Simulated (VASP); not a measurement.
Input of a VASP 6.6.1 run:

INCAR

```
SYSTEM = Lu
PREC     = Accurate       ! precision mode
ENCUT    = 520            ! plane-wave cutoff, eV
EDIFF    = 1E-6           ! SCF threshold, eV
ISMEAR   = -1             ! smearing method
SIGMA    = 0.05           ! smearing width, eV
LREAL    = .False.        ! projectors in reciprocal space
LASPH    = .True.         ! aspherical terms in the spheres
NELM     = 80             ! most SCF steps
ALGO     = Normal         ! electronic algorithm
ISIF     = 2              ! what is computed and relaxed
LWAVE    = .False.        ! write WAVECAR
LCHARG   = .False.        ! write CHGCAR
GGA      = PS             ! functional
NBANDS   = 18             ! bands
```

KPOINTS

```
regular mesh
0
Gamma
  16 16 16
  0 0 0
```

POSCAR

```
Lu
1.0
   -1.4418944744      1.4418944744      1.4418944744
    1.4418944744     -1.4418944744      1.4418944744
    1.4418944744      1.4418944744     -1.4418944744
Lu
1
Direct
    0.0000000000      0.0000000000      0.0000000000
```

Potentials or basis: VASP PAW PBE potentials, release 64 (Lu).

Run with:

```console
$ cat potpaw_PBE.64/Lu/POTCAR > POTCAR
$ mpirun -np 1 vasp_std > vasp.out
```

Problem. What does it give for the band gap on the k mesh?

Solution. Zero (an odd number of electrons rules out a gap without spin polarisation).

Problem. Estimate the pressure.

Solution. 168.4 GPa.

Caveat: the cell stands under pressure; the PAW data sets were made with another functional, which shifts forces and pressure a little; spin-orbit coupling is left out, which moves the levels of the heavy elements.
